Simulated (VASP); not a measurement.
Here is a VASP 6.6.1 calculation.

INCAR

```
SYSTEM = Hf
ALGO = Normal
EDIFF = 1E-6
ENCUT = 520
GGA = PE
ISIF = 2
ISMEAR = 0
LASPH = .TRUE.
LCHARG = .FALSE.
LREAL = .FALSE.
LWAVE = .FALSE.
NBANDS = 11
NELM = 80
PREC = Accurate
SIGMA = 0.05
```

Contents of KPOINTS:

```
k-points
0
G
  18 18 18
  0 0 0
```

POSCAR

```
Hf
1.0
   -1.6733064826      1.6733064826      1.6733064826
    1.6733064826     -1.6733064826      1.6733064826
    1.6733064826      1.6733064826     -1.6733064826
Hf
1
Direct
    0.0000000000      0.0000000000      0.0000000000
```

Potentials or basis: VASP PAW PBE potentials, release 64 (Hf_pv).

The run is started by

```sh
$ cat potpaw_PBE.64/Hf_pv/POTCAR > POTCAR
$ mpirun -np 1 vasp_std > vasp.out
```

Question: What does it give for the band gap on the k mesh?

Answer: Zero (band 5 reaches 7.49 eV, above the bottom of band 6 at 5.00 eV).

Question: Estimate the pressure.

Answer: 22.4 GPa.

Caveat: spin-orbit coupling is left out, which moves the levels of the heavy elements.
